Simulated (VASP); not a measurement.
# Ga2O3 (R-3c) in VASP: further runs

Ga2O3 is run at these levels: PBEsol, r2SCAN+rVV10; tasks: single point, relaxation of cell and atoms.

Everything below comes from runs of VASP 6.6.1. Logs are shortened: lines on timing, memory, paths and dates and some standing lists are left out, and cuts for length are marked.

### Step 1. The cell of the first run

The structure is trigonal, space group R-3c (No. 167). Conventional cell: a = 5.000 Å, b = 5.000 Å, c = 13.447 Å, α = 90.00°, β = 90.00°, γ = 120.00°. Ga (site symmetry 3) has 6 O at 1.93 to 2.08 Å within 2.6 Å. O (site symmetry 2) has 4 Ga at 1.93 to 2.08 Å and 8 O at 2.62 to 2.84 Å within 2.9 Å.

### Step 2. Single point, PBEsol

File INCAR:

```
SYSTEM = Ga2O3
ALGO = Normal ; EDIFF = 1E-6
ENCUT = 520 ; GGA = PS
ISIF = 2 ; ISMEAR = -1
LASPH = .True. ; LCHARG = .False.
LREAL = .False. ; LWAVE = .False.
NBANDS = 55 ; NELM = 60
PREC = Accurate ; SIGMA = 0.03
```

File KPOINTS:

```
k-points
0
Gamma
  6 6 6
  0 0 0
```

File POSCAR:

```
Ga2O3
1.0
    2.5000766615      1.4434199335      4.4824882084
   -2.5000766615      1.4434199335      4.4824882084
    0.0000000000     -2.8868398670      4.4824882084
Ga O
4 6
Direct
    0.8556944347      0.8556944347      0.8556944347
    0.3556944347      0.3556944347      0.3556944347
    0.1443055653      0.1443055653      0.1443055653
    0.6443055653      0.6443055653      0.6443055653
    0.4471972544      0.0528027456      0.7500000000
    0.0528027456      0.7500000000      0.4471972544
    0.5528027456      0.9471972544      0.2500000000
    0.2500000000      0.5528027456      0.9471972544
    0.9471972544      0.2500000000      0.5528027456
    0.7500000000      0.4471972544      0.0528027456
```

Potentials or basis: VASP PAW PBE potentials, release 64 (Ga_d, O).

Started as:

```sh
$ cat potpaw_PBE.64/Ga_d/POTCAR potpaw_PBE.64/O/POTCAR > POTCAR
$ mpirun -np 1 vasp_std > vasp.out
```

OUTCAR:

```text
SYSTEM = Ga2O3
   EDIFF = 1E-6
   ENCUT = 520
   GGA = PS
   ISIF = 2
   ISMEAR = -1
   LASPH = .True.
   LREAL = .False.
   NELM = 60
   PREC = Accurate

 ion  position               nearest neighbor table
   1  0.856  0.856  0.856-   9 1.93   7 1.93   8 1.93   6 2.08  10 2.08   5 2.08   4 2.84
   2  0.356  0.356  0.356-  10 1.93   5 1.93   6 1.93   9 2.08   8 2.08   7 2.08   3 2.84
   3  0.144  0.144  0.144-   6 1.93   5 1.93  10 1.93   9 2.08   8 2.08   7 2.08   2 2.84
   4  0.644  0.644  0.644-   8 1.93   7 1.93   9 1.93   6 2.08  10 2.08   5 2.08   1 2.84
   5  0.447  0.053  0.750-   2 1.93   3 1.93   1 2.08   4 2.08
   6  0.053  0.750  0.447-   3 1.93   2 1.93   1 2.08   4 2.08
   7  0.553  0.947  0.250-   1 1.93   4 1.93   3 2.08   2 2.08
   8  0.250  0.553  0.947-   4 1.93   1 1.93   3 2.08   2 2.08
   9  0.947  0.250  0.553-   1 1.93   4 1.93   3 2.08   2 2.08
  10  0.750  0.447  0.053-   2 1.93   3 1.93   1 2.08   4 2.08

  LATTYP: Found a trigonal (rhomboedric) cell.
 ALAT       =     5.3316549922
 COS(alpha) =     0.5602431936

  Lattice vectors:

 A1 = (   2.5000766615,   1.4434199335,   4.4824882084)
 A2 = (  -2.5000766615,   1.4434199335,   4.4824882084)
 A3 = (   0.0000000000,  -2.8868398670,   4.4824882084)

Analysis of symmetry for initial positions (statically):
=====================================================================
 Subroutine PRICEL returns:
 Original cell was already a primitive cell.

 Routine SETGRP: Setting up the symmetry group for a
 trigonal (rhombohedral) supercell.

 Subroutine GETGRP returns: Found 12 space group operations
 (whereof  6 operations were pure point group operations)
 out of a pool of 12 trial point group operations.

The static configuration has the point symmetry S_6 .
 The point group associated with its full space group is D_3d.

Analysis of symmetry for dynamics (positions and initial velocities):
=====================================================================
 Subroutine PRICEL returns:
 Original cell was already a primitive cell.

 Routine SETGRP: Setting up the symmetry group for a
 trigonal (rhombohedral) supercell.

 Subroutine GETGRP returns: Found 12 space group operations
 (whereof  6 operations were pure point group operations)
 out of a pool of 12 trial point group operations.

The dynamic configuration has the point symmetry S_6 .
 The point group associated with its full space group is D_3d.

 Subroutine INISYM returns: Found 12 space group operations
 (whereof  6 operations are pure point group operations),
 and found     1 'primitive' translations

----------------------------------------------------------------------------------------

                                     Primitive cell

  volume of cell :      97.0547

  direct lattice vectors                    reciprocal lattice vectors
     2.500076662  1.443419933  4.482488208     0.199993867  0.115466513  0.074363460
    -2.500076662  1.443419933  4.482488208    -0.199993867  0.115466513  0.074363460
     0.000000000 -2.886839867  4.482488208     0.000000000 -0.230933026  0.074363460

  length of vectors
     5.331654992  5.331654992  5.331654992     0.242610772  0.242610772  0.242610772

  position of ions in fractional coordinates (direct lattice)
     0.855694435  0.855694435  0.855694435
     0.355694435  0.355694435  0.355694435
     0.144305565  0.144305565  0.144305565
     0.644305565  0.644305565  0.644305565
     0.447197254  0.052802746  0.750000000
     0.052802746  0.750000000  0.447197254
     0.552802746  0.947197254  0.250000000
     0.250000000  0.552802746  0.947197254
     0.947197254  0.250000000  0.552802746
     0.750000000  0.447197254  0.052802746

  ion indices of the primitive-cell ions
   primitive index   ion index
                 1           1
                 2           2
                 3           3
                 4           4
                 5           5
                 6           6
                 7           7
                 8           8
                 9           9
[... 52 lines left out ...]

 Free energy of the ion-electron system (eV)
  ---------------------------------------------------
  ext. energy  EPLUGINS =         0.00000000
  ---------------------------------------------------
  free energy    TOTEN  =       -63.80810612 eV

  energy without entropy =      -63.80810612  energy(sigma->0) =      -63.80810612

 E-fermi :   5.0297     XC(G=0): -12.4351

 val. band max:        4.3485956495   @ k =  -0.1667   0.1667   0.0000
 cond. band min:       7.0525343882   @ k =   0.0000   0.0000   0.0000
 fundamental gap:      2.7039387387
 Fermi energy:         5.0297017788

 k-point     1 :       0.0000    0.0000    0.0000
  band No.  band energies     occupation
      1     -14.5908      2.00000
      2     -12.5439      2.00000
      3     -12.5439      2.00000
      4     -12.5253      2.00000
      5     -12.5008      2.00000
      6     -12.5008      2.00000
[... 47 lines left out ...]
     54      15.3265      0.00000
     55      16.5536      0.00000

 k-point     2 :       0.1667    0.0000   -0.0000
  band No.  band energies     occupation
      1     -14.4636      2.00000
      2     -12.6869      2.00000
      3     -12.5581      2.00000
      4     -12.5537      2.00000
      5     -12.5094      2.00000
      6     -12.4898      2.00000
[... 47 lines left out ...]
     54      15.9460      0.00000
     55      16.3652      0.00000

 k-point     3 :       0.3333    0.0000    0.0000
  band No.  band energies     occupation
      1     -14.1070      2.00000
      2     -13.0746      2.00000
      3     -12.5934      2.00000
      4     -12.5845      2.00000
      5     -12.5158      2.00000
      6     -12.5021      2.00000
[... 1152 lines left out ...]
 k-point    23 :       0.5000    0.5000    0.1667
  band No.  band energies     occupation
      1     -13.7369      2.00000
      2     -13.1501      2.00000
      3     -12.8394      2.00000
      4     -12.6516      2.00000
      5     -12.5924      2.00000
      6     -12.5043      2.00000
[... 47 lines left out ...]
     54      16.3803      0.00000
     55      16.5016      0.00000

 k-point    24 :      -0.3333    0.5000    0.1667
  band No.  band energies     occupation
      1     -13.5406      2.00000
      2     -13.2223      2.00000
      3     -12.9100      2.00000
      4     -12.7783      2.00000
      5     -12.5408      2.00000
      6     -12.4945      2.00000
[... 47 lines left out ...]
     54      16.2176      0.00000
     55      16.5421      0.00000

 [... further k-points ...]
[... 5 lines left out ...]
  --------------------------------------------------------------------------------------
  -------------------------------------------------------------------------------------
  Total        0.4768018      0.4768018      0.4685371     -0.0000000      0.0000000      0.0000000
  in kB        7.8710379      7.8710379      7.7346043     -0.0000000      0.0000000      0.0000000
  external PRESSURE =       7.8255600 kB  Pullay stress =       0.0000000 kB

 VOLUME and BASIS-vectors are now :
 -----------------------------------------------------------------------------
  energy-cutoff  :      520.00
  volume of cell :       97.05
      direct lattice vectors                 reciprocal lattice vectors
     2.500076662  1.443419933  4.482488208     0.199993867  0.115466513  0.074363460
    -2.500076662  1.443419933  4.482488208    -0.199993867  0.115466513  0.074363460
     0.000000000 -2.886839867  4.482488208     0.000000000 -0.230933026  0.074363460

 POSITION                                       TOTAL-FORCE (eV/Angst)
 -----------------------------------------------------------------------------------
      0.00000      0.00000     11.50692        -0.000000      0.000000      0.031153
      0.00000      0.00000      4.78319        -0.000000     -0.000000      0.031153
      0.00000      0.00000      1.94054        -0.000000      0.000000     -0.031153
      0.00000      0.00000      8.66428        -0.000000     -0.000000     -0.031153
      0.98602     -1.44342      5.60311        -0.010745     -0.000000      0.000000
     -1.74305     -0.13221      5.60311         0.005373      0.009305      0.000000
     -0.98602      1.44342      7.84435         0.010745      0.000000      0.000000
     -0.75703     -1.57563      7.84435        -0.005373      0.009305      0.000000
      1.74305      0.13221      7.84435        -0.005373     -0.009305      0.000000
      0.75703      1.57563      5.60311         0.005373     -0.009305      0.000000
 -----------------------------------------------------------------------------------
    total drift:                               -0.000000     -0.000000      0.000000

  FREE ENERGIE OF THE ION-ELECTRON SYSTEM (eV)
  ---------------------------------------------------
  free  energy   TOTEN  =       -63.8081061218 eV

  energy  without entropy=      -63.8081061218  energy(sigma->0) =      -63.80810612
```

Wall time 2.2 min (1 thread of Intel Xeon 6975P-C (Granite Rapids), shared host); peak memory 0.3 GiB.

What came out:

| Quantity | Value |
| --- | --- |
| Free energy | -63.8081 eV |
| Pressure | 0.8 GPa |
| Largest force | 0.031 eV/Å |
| Band gap on the k mesh | 2.70 eV (least direct gap 2.96 eV) |

Forces in eV/Å, atoms in the order of the input:
```
Ga   0.000  0.000  0.031
Ga   0.000  0.000  0.031
Ga   0.000  0.000 -0.031
Ga   0.000  0.000 -0.031
O   -0.011  0.000  0.000
O    0.005  0.009  0.000
O    0.011  0.000  0.000
O   -0.005  0.009  0.000
O   -0.005 -0.009  0.000
O    0.005 -0.009  0.000
```

Levels at points of the mesh, in eV from the valence-band top:
| k point | band 42 | band 43 | band 44 | band 45 | band 46 | band 47 |
| --- | --- | --- | --- | --- | --- | --- |
| (0.00, 0.00, 0.00) | -0.32 | -0.26 | -0.26 | 2.70 | 6.57 | 6.66 |
| (0.50, 0.00, 0.00) | -1.00 | -0.15 | -0.15 | 6.31 | 6.31 | 6.62 |
| (0.50, 0.50, 0.00) | -0.70 | -0.25 | -0.15 | 6.45 | 6.66 | 7.46 |
| (0.50, 0.50, 0.50) | -0.31 | -0.31 | -0.31 | 5.76 | 5.76 | 7.74 |

Caveat: the PAW data sets were made with another functional, which shifts forces and pressure a little. A k mesh can miss the band edges.

### Step 3. Single point, r2SCAN+rVV10

This run uses another cell than the first one, of 9.58 Å³/atom.

File POSCAR:

```
Ga2O3
1.0
    2.4877503825      1.4363033530      4.4670176375
   -2.4877503825      1.4363033530      4.4670176375
    0.0000000000     -2.8726067061      4.4670176375
Ga O
4 6
Direct
    0.8554936892      0.8554936892      0.8554936892
    0.3554936892      0.3554936892      0.3554936892
    0.1445063108      0.1445063108      0.1445063108
    0.6445063108      0.6445063108      0.6445063108
    0.4464348281      0.0535651719      0.7500000000
    0.0535651719      0.7500000000      0.4464348281
    0.5535651719      0.9464348281      0.2500000000
    0.2500000000      0.5535651719      0.9464348281
    0.9464348281      0.2500000000      0.5535651719
    0.7500000000      0.4464348281      0.0535651719
```

File INCAR.step1:

```
ALGO = Normal
EDIFF = 1E-4
ENCUT = 520
GGA = PE
ISMEAR = -1
LASPH = T
LCHARG = F
LREAL = F
LWAVE = T
NBANDS = 55
NELM = 80
PREC = Accurate
SIGMA = 0.03
```

File INCAR.step2:

```
ALGO = Normal
BPARAM = 11.95
CPARAM = 0.0093
EDIFF = 1E-6
ENCUT = 520
ISIF = 2
ISMEAR = -1
ISTART = 1
IVDW_NL = 2
LASPH = T
LCHARG = T
LELF = T
LMIXTAU = T
LREAL = F
LUSE_VDW = T
LVHAR = T
LWAVE = F
METAGGA = R2SCAN
NBANDS = 55
NELM = 80
PREC = Accurate
SIGMA = 0.03
```

File KPOINTS:

```
k-points
0
Gamma
  6 6 6
```

Potentials or basis: VASP PAW PBE potentials, release 64 (Ga_d, O).

Started as:

```sh
$ cat potpaw_PBE.64/Ga_d/POTCAR potpaw_PBE.64/O/POTCAR > POTCAR
$ cp INCAR.step1 INCAR
$ mpirun -np 1 vasp_std > vasp.out
$ cp INCAR.step2 INCAR
$ mpirun -np 1 vasp_std > vasp.out
```

It took 7.9 min on 1 thread of Intel Xeon 6975P-C (Granite Rapids), shared host; peak memory 0.56 GiB.

Results (log left out):

```yaml
Free_energy: -99.9026 eV
Pressure: 1.9 GPa
Largest_force: 0.040 eV/Å
Band_gap_on_the_k_mesh: 3.59 eV (least direct gap 3.85 eV)
```

Forces in eV/Å, atoms in the order of the input:
```
Ga   0.000  0.000 -0.029
Ga   0.000  0.000 -0.029
Ga   0.000  0.000  0.029
Ga   0.000  0.000  0.029
O    0.040  0.000  0.000
O   -0.020 -0.035  0.000
O   -0.040  0.000  0.000
O    0.020 -0.035  0.000
O    0.020  0.035  0.000
O   -0.020  0.035  0.000
```

Stress tensor (GPa, compression positive):
```
2.09 0.00 0.00
0.00 2.09 0.00
0.00 0.00 1.43
```

Levels at points of the mesh, in eV from the valence-band top:
| k point | band 41 | band 42 | band 43 | band 44 | band 45 | band 46 | band 47 | band 48 |
| --- | --- | --- | --- | --- | --- | --- | --- | --- |
| (0.00, 0.00, 0.00) | -0.31 | -0.31 | -0.27 | -0.27 | 3.59 | 7.57 | 7.66 | 9.80 |
| (0.50, 0.00, 0.00) | -1.02 | -1.02 | -0.16 | -0.16 | 7.28 | 7.28 | 7.58 | 7.58 |
| (0.50, 0.50, 0.00) | -0.88 | -0.70 | -0.25 | -0.14 | 7.44 | 7.62 | 8.47 | 8.65 |
| (0.50, 0.50, 0.50) | -0.30 | -0.30 | -0.30 | -0.30 | 6.68 | 6.68 | 8.77 | 8.77 |

Caveat: the PAW data sets were made with another functional, which shifts forces and pressure a little. A k mesh can miss the band edges.

### Step 4. Relaxation of cell and atoms, PBEsol

This run uses another cell than the first one, of 7.83 Å³/atom.

File INCAR:

```
PREC     = Accurate       # precision mode
ENCUT    = 600            # plane-wave cutoff, eV
EDIFF    = 1E-6           # SCF threshold, eV
ISMEAR   = -1             # smearing method
SIGMA    = 0.03           # smearing width, eV
LREAL    = False          # projectors in reciprocal space
LASPH    = True           # aspherical terms in the spheres
NELM     = 100            # most SCF steps
ALGO     = Normal         # electronic algorithm
ISIF     = 3              # what is computed and relaxed
LWAVE    = False          # write WAVECAR
LCHARG   = False          # write CHGCAR
GGA      = PS             # functional
IBRION   = 2              # ionic algorithm
NSW      = 100            # ionic steps
EDIFFG   = -0.01          # ionic threshold
```

File KPOINTS:

```
regular mesh
0
Gamma
  6 6 6
```

File POSCAR:

```
Ga2O3
1.0
    2.3182887500      1.3384646339      4.2038302667
   -2.3182887500      1.3384646339      4.2038302667
    0.0000000000     -2.6769292677      4.2038302667
Ga O
4 6
Direct
    0.8550000000      0.8550000000      0.8550000000
    0.3550000000      0.3550000000      0.3550000000
    0.1450000000      0.1450000000      0.1450000000
    0.6450000000      0.6450000000      0.6450000000
    0.4450000000      0.0550000000      0.7500000000
    0.0550000000      0.7500000000      0.4450000000
    0.5550000000      0.9450000000      0.2500000000
    0.2500000000      0.5550000000      0.9450000000
    0.9450000000      0.2500000000      0.5550000000
    0.7500000000      0.4450000000      0.0550000000
```

Started as:

```sh
$ cat potpaw_PBE.64/Ga_d/POTCAR potpaw_PBE.64/O/POTCAR > POTCAR
$ mpirun -np 1 vasp_std > vasp.out
```

It took 11 min on 1 thread of Intel Xeon 6975P-C (Granite Rapids), shared host; peak memory 0.31 GiB.

The run converged. Its results:

* Free energy: -63.7816 eV
* Relaxed volume: 9.74 Å³/atom
* Relaxed cell: a = 5.338 Å, b = 5.338 Å, c = 5.338 Å, α = 55.93°, β = 55.93°, γ = 55.93°
* Space group after relaxing (to 0.1 Å): R-3c (No. 167)
* Energy gained by relaxing: 385.0 meV/atom
* Ionic steps: 11
* Pressure after relaxing: -0.1 GPa
* Largest force after relaxing: 0.010 eV/Å
* Band gap on the k mesh: 2.67 eV (least direct gap 2.92 eV)

Forces on the atoms (eV/Å):
```
Ga   0.000  0.000  0.010
Ga   0.000  0.000  0.010
Ga   0.000  0.000 -0.010
Ga   0.000  0.000 -0.010
O    0.001  0.000  0.000
O   -0.001 -0.001  0.000
O   -0.001  0.000  0.000
O    0.001 -0.001  0.000
O    0.001  0.001  0.000
O   -0.001  0.001  0.000
```

Step by step:
| step | energy change (eV) | largest force (eV/Å) | pressure (GPa) | volume (Å³) |
| --- | --- | --- | --- | --- |
| 1 | 0.0000 | 0.1622 | 78.21 | 78.27 |
| 2 | 0.7431 | 0.1120 | -35.13 | 129.99 |
| 3 | -3.8344 | 0.0975 | -3.21 | 98.69 |
| 4 | -3.8462 | 0.0987 | -0.61 | 97.61 |
| 5 | -3.8465 | 0.0990 | 0.36 | 97.19 |
| 6 | -3.8491 | 0.0557 | 0.35 | 97.20 |
| 7 | -3.8498 | 0.0233 | 0.35 | 97.21 |
| 8 | -3.8501 | 0.0154 | -0.31 | 97.52 |
| 9 | -3.8502 | 0.0178 | -0.12 | 97.43 |
| 10 | -3.8502 | 0.0163 | -0.20 | 97.44 |
| 11 | -3.8504 | 0.0100 | -0.12 | 97.39 |

Final structure:
```xyz
10
Lattice="2.5031 1.4451 4.4874 -2.5031 1.4451 4.4874 0.0000 -2.8903 4.4874" Properties=species:S:1:pos:R:3 pbc="T T T"
Ga    0.0000    0.0000   11.5210
Ga    0.0000    0.0000    4.7899
Ga    0.0000    0.0000    1.9411
Ga    0.0000    0.0000    8.6722
O     0.9868   -1.4451    5.6092
O    -1.7449   -0.1320    5.6092
O    -0.9868    1.4451    7.8529
O    -0.7581   -1.5772    7.8529
O     1.7449    0.1320    7.8529
O     0.7581    1.5772    5.6092
```

Levels at points of the mesh, in eV from the valence-band top:
```tsv
k point	band 41	band 42	band 43	band 44	band 45	band 46	band 47	band 48
(0.00, 0.00, 0.00)	-0.32	-0.32	-0.26	-0.26	2.67	6.54	6.64	8.73
(0.50, 0.00, 0.00)	-0.99	-0.99	-0.15	-0.15	6.27	6.27	6.58	6.58
(0.50, 0.50, 0.00)	-0.87	-0.70	-0.25	-0.15	6.42	6.62	7.43	7.58
(0.50, 0.50, 0.50)	-0.31	-0.31	-0.31	-0.31	5.73	5.73	7.70	7.70
```

Caveat: the volume moved by over 15 % at a fixed basis, so the end points are rough; the PAW data sets were made with another functional, which shifts forces and pressure a little.

### Step 5. Overview

```csv
task,level,cell,cutoff (eV),gap on the mesh (eV),pressure (GPa),largest force (eV/Å)
single point,PBEsol,"a = 5.332 Å, angles 55.9°, 10 atoms, atomic positions A",520,2.70,0.8,0.03
single point,r2SCAN+rVV10,"a = 5.311 Å, angles 55.9°, 10 atoms, atomic positions B",520,3.59,1.9,0.04
relaxation of cell and atoms,PBEsol,"relaxed from a = 4.984 Å, angles 55.4°, 10 atoms, atomic positions C",600,2.67,-0.1,0.01
```

Alike in all rows: potentials or basis VASP PAW PBE potentials, release 64 (Ga_d, O); no spin polarisation; k mesh 6 × 6 × 6; smearing fermi-dirac 0.03 eV.

Caveats: the PAW data sets were made with another functional, which shifts forces and pressure a little; the volume moved by over 15 % at a fixed basis, so the end points are rough (at least some runs).

Absolute energies hang on the potentials; compare differences alone.
